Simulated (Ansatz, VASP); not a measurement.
# One calculation of BaTiO3, two programs

The input INCAR:

```
PREC     = Accurate       # precision mode
ENCUT    = 520            # plane-wave cutoff, eV
EDIFF    = 1E-7           # SCF threshold, eV
ISMEAR   = 0              # smearing method
SIGMA    = 0.05           # smearing width, eV
LREAL    = False          # projectors in reciprocal space
LASPH    = True           # aspherical terms in the spheres
NELM     = 60             # most SCF steps
ALGO     = Normal         # electronic algorithm
ISIF     = 2              # what is computed and relaxed
LWAVE    = False          # write WAVECAR
LCHARG   = False          # write CHGCAR
GGA      = PE             # functional
NBANDS   = 28             # bands
```

Contents of KPOINTS:

```
Automatic mesh
0
Gamma
  6 6 6
```

Contents of POSCAR:

```
BaTiO3
1.0
    2.8357894958      1.6665382556      2.3792623633
   -2.8175641034      1.7303297966      2.3123661126
    0.0643577913     -3.3533031623      2.3152525451
Ba Ti O
1 1 3
Direct
   -0.0539800196      0.0322752065      0.0466250342
    0.5610414341      0.5799287763      0.5452059055
    0.6109905521      0.4156511255      0.9417933549
    0.4929953375      0.9641147594      0.5359048999
    0.8676526958      0.4867301322      0.4091708053
```

Input for Ansatz:

```yaml
crystal:
  lattice:
    - [2.8357894958, 1.6665382556, 2.3792623633]
    - [-2.8175641034, 1.7303297966, 2.3123661126]
    - [0.0643577913, -3.3533031623, 2.3152525451]
  atoms:
    - { symbol: Ba, position: [-0.0539800196, 0.0322752065, 0.0466250342] }
    - { symbol: Ti, position: [0.5610414341, 0.5799287763, 0.5452059055] }
    - { symbol: O, position: [0.6109905521, 0.4156511255, 0.9417933549] }
    - { symbol: O, position: [0.4929953375, 0.9641147594, 0.5359048999] }
    - { symbol: O, position: [0.8676526958, 0.4867301322, 0.4091708053] }
basis:
  ecutwfc: 420
kpoints:
  mp_grid: { grid: [6, 6, 6] }
hamiltonian:
  xc: pbe
scf:
  occupations: { method: gaussian, width: 0.05 }
output:
  forces: true
  stress: true
  eigenvalues: true
```

Change from the starting cell: all atoms moved at random (sigma 0.22 Å a component), cell strained at random (sigma 0.03).

Alike in both runs: task single point; functional PBE; k mesh 6 × 6 × 6; occupations gaussian, width 0.05 eV; no spin polarisation.

|  | VASP | Ansatz |
| --- | --- | --- |
| version | VASP 6.6.1 | Ansatz 0.2.0 |
| potentials or method | VASP PAW PBE potentials, release 64 (Ba_sv, Ti_sv, O), cutoff 520 eV | scalar-relativistic, plane waves, PAW |
| valence electrons in the cell | 40 | 40 |

```csv
,VASP,Ansatz,Ansatz less VASP
gap on the k mesh at the Fermi level (eV),3.60,3.66,+0.061
least direct gap on the mesh (eV),3.91,3.95,+0.034
pressure (GPa),75.1,67.8,-7.29
"traceless stress, the component that is largest in VASP (GPa)",45.50,37.83,-7.669
rms of the force components (eV/Å),10.452,9.298,-1.1543
```

Atom by atom the forces differ by 1.267 eV/Å (rms over components). Both programs put the cell under a high pressure, so it lies far from rest at this level.

Neither program's run includes spin-orbit coupling. Noted on VASP's run: the cell as given lies far from equilibrium.
